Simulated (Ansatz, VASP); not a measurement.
**Al: VASP beside Ansatz**

The input INCAR:

```
SYSTEM = Al
  PREC = Accurate
  ENCUT = 520
  EDIFF = 1E-7
  ISMEAR = 0
  SIGMA = 0.15
  LREAL = .False.
  LASPH = .True.
  NELM = 80
  ALGO = Normal
  ISIF = 2
  LWAVE = .False.
  LCHARG = .False.
  NBANDS = 8
```

File KPOINTS:

```
regular mesh
0
Gamma
  22 22 22
  0 0 0
```

POSCAR

```
Al
1.0
   -1.3971915602      1.3971915602      2.1877225450
    1.3971915602     -1.3971915602      2.1877225450
    1.3971915602      1.3971915602     -2.1877225450
Al
1
Direct
    0.0000000000      0.0000000000      0.0000000000
```

Input for Ansatz:

```yaml
crystal:
  lattice:
    - [-1.3971915602, 1.3971915602, 2.187722545]
    - [1.3971915602, -1.3971915602, 2.187722545]
    - [1.3971915602, 1.3971915602, -2.187722545]
  atoms:
    - { symbol: Al, position: [0.0, 0.0, 0.0] }
basis:
  ecutwfc: 420
kpoints:
  mp_grid: { grid: [22, 22, 22] }
hamiltonian:
  xc: lda
scf:
  occupations: { method: gaussian, width: 0.15 }
output:
  forces: true
  stress: true
  eigenvalues: true
```

Alike in both runs: task single point; functional LDA; k mesh 22 × 22 × 22; occupations gaussian, width 0.15 eV; no spin polarisation.

```csv
,VASP,Ansatz
version,VASP 6.6.1,Ansatz 0.2.0
potentials or method,"VASP PAW LDA potentials, release 64 (Al), cutoff 520 eV","scalar-relativistic, plane waves, PAW"
valence electrons in the cell,3,3
```

Ansatz gave:

- gap on the k mesh at the Fermi level (eV): none
- pressure (GPa): -4.8
- traceless stress, the component that is largest in VASP (GPa): -2.75

Estimate VASP's values.

gap on the k mesh at the Fermi level (eV): none; pressure (GPa): -4.8; traceless stress, the component that is largest in VASP (GPa): -2.76.

LDA's correlation is that of Perdew and Zunger in VASP and of Perdew and Wang (1992) in Ansatz. A gap of «none» marks a metal or a gap that the smearing closes.
